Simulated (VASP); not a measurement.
Write the native input for VASP 6.6.1 that does the following.

* Task: single point
* Functional: r2SCAN
* Potentials or basis: VASP PAW PBE potentials, release 64 (H, O)
* Cutoff: 520 eV
* k mesh: 1 × 1 × 1
* Occupations: fermi-dirac, width 0.02 eV
* Spin: no spin polarisation
* Dipole correction: no
* Further INCAR settings: LREAL = Auto; ALGO = Normal; EDIFF = 1e-06; NBANDS = 28

H4O:

```
H O
1.0
     4.07185    0.00000    0.00000
     0.00000    4.07185    0.00000
     0.00000    0.00000    4.07185
H O
12 3
Cartesian
  3.3240 4.2249 3.1168
  3.7585 3.7014 2.8531
  1.8227 2.4452 0.9765
  2.6916 2.3627 0.8855
  1.4679 4.9930 3.9032
  1.6704 4.3949 3.5571
  1.1075 1.4590 2.4463
  1.7205 0.6207 1.2547
  0.1815 2.5392 0.0571
  0.2496 3.6027 1.2405
  3.4988 1.8639 1.9974
  2.5198 1.5718 3.2469
  1.1164 0.6211 2.0056
  0.2788 2.6304 1.0263
  3.4286 1.7379 3.0083
```

The input as run:

POSCAR

```
H4O
1.0
    4.0718520000      0.0000000000      0.0000000000
    0.0000000000      4.0718520000      0.0000000000
    0.0000000000      0.0000000000      4.0718520000
H O
12 3
Direct
    0.8163361537      1.0375868278      0.7654502177
    0.9230443543      0.9090212513      0.7006885319
    0.4476341478      0.6005129852      0.2398171643
    0.6610259901      0.5802519345      0.2174686113
    0.3604993502      1.2262233500      0.9585810093
    0.4102310202      1.0793368718      0.8735828316
    0.2719892570      0.3583136126      0.6007831326
    0.4225350037      0.1524367782      0.3081398833
    0.0445743116      0.6235983037      0.0140231030
    0.0612988881      0.8847816669      0.3046525267
    0.8592650224      0.4577523938      0.4905384577
    0.6188338869      0.3860159947      0.7974012808
    0.2741749946      0.1525350136      0.4925522833
    0.0684700721      0.6459959743      0.2520474713
    0.8420247101      0.4268082435      0.7388038662
```

INCAR.step1

```
PREC = Accurate ; ENCUT = 520
ISMEAR = -1 ; SIGMA = 0.02
LREAL = Auto ; LASPH = True
NELM = 100 ; NBANDS = 28
GGA = PE ; ALGO = Normal
EDIFF = 1E-4 ; LWAVE = True
LCHARG = False
```

INCAR.step2

```
PREC = Accurate ; ENCUT = 520
EDIFF = 1E-6 ; ISMEAR = -1
SIGMA = 0.02 ; LREAL = Auto
LASPH = True ; NELM = 100
ALGO = Normal ; ISIF = 2
LWAVE = False ; LCHARG = False
METAGGA = R2SCAN ; LMIXTAU = True
NBANDS = 28 ; ISTART = 1
```

KPOINTS

```
Automatic mesh
0
Gamma
  1 1 1
```

Potentials or basis: VASP PAW PBE potentials, release 64 (H, O).

The run is started by

```sh
$ cat potpaw_PBE.64/H/POTCAR potpaw_PBE.64/O/POTCAR > POTCAR
$ cp INCAR.step1 INCAR
$ mpirun -np 1 vasp_gam > vasp.out
$ cp INCAR.step2 INCAR
$ mpirun -np 1 vasp_gam > vasp.out
```

Results of the run:

```yaml
Pressure: 26.2 GPa
Largest_force: 3.452 eV/Å
Band_gap_on_the_k_mesh: 8.07 eV
```

Caveat: the k points lie up to 1.54 Å⁻¹ apart; the PAW data sets were made with another functional, which shifts forces and pressure a little.

Wall time 70 s on 1 thread of Intel Xeon 8259CL, on a shared host, peak memory 0.16 GiB.
